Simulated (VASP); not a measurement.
**SiNi (zincblende type): single point with PBE**

The system is SiNi (zincblende type).

```
CELL_PARAMETERS angstrom
0.00000 2.31733 2.31733
2.31733 0.00000 2.31733
2.31733 2.31733 0.00000
ATOMIC_POSITIONS crystal
Ni 0.00000 0.00000 0.00000
Si 0.25000 0.25000 0.25000
```

| Property | Result |
| --- | --- |
| Program | VASP 6.6.1 |
| Task | single point |
| Functional | PBE |
| Potentials or basis | VASP PAW PBE potentials, release 64 (Ni, Si) |
| Cutoff | 520 eV |
| k mesh | 14 × 14 × 14 |
| Occupations | fermi-dirac, width 0.08 eV |
| Spin | no spin polarisation |

```json
{
  "Pressure": "60.9 GPa",
  "Band gap on the k mesh": "zero (band 7 reaches 17.21 eV, above the bottom of band 8 at 8.59 eV)"
}
```

Levels at points of the mesh, in eV from the Fermi level:
```
           k point  band 3  band 4  band 5  band 6  band 7  band 8  band 9  band 10  band 11  band 12
(0.00, 0.00, 0.00)   -4.40   -4.40   -3.12   -3.12    7.50    7.50    7.50     7.78     7.78     7.78
(0.50, 0.00, 0.00)   -4.19   -4.19   -2.90   -2.90   -2.35    4.25    4.25     8.50     8.84     8.84
(0.50, 0.50, 0.00)   -3.60   -3.24   -3.24   -2.64   -1.68    0.31    0.31     5.69     6.37    15.88
```

It took 35 s on 1 thread of Intel(R) Xeon(R) Platinum 8259CL CPU @ 2.50GHz (Skylake/Cascade Lake), on a shared host, peak memory 0.16 GiB.

Spin polarisation is off, so any magnetic state and its effect on volume and gap are missing.
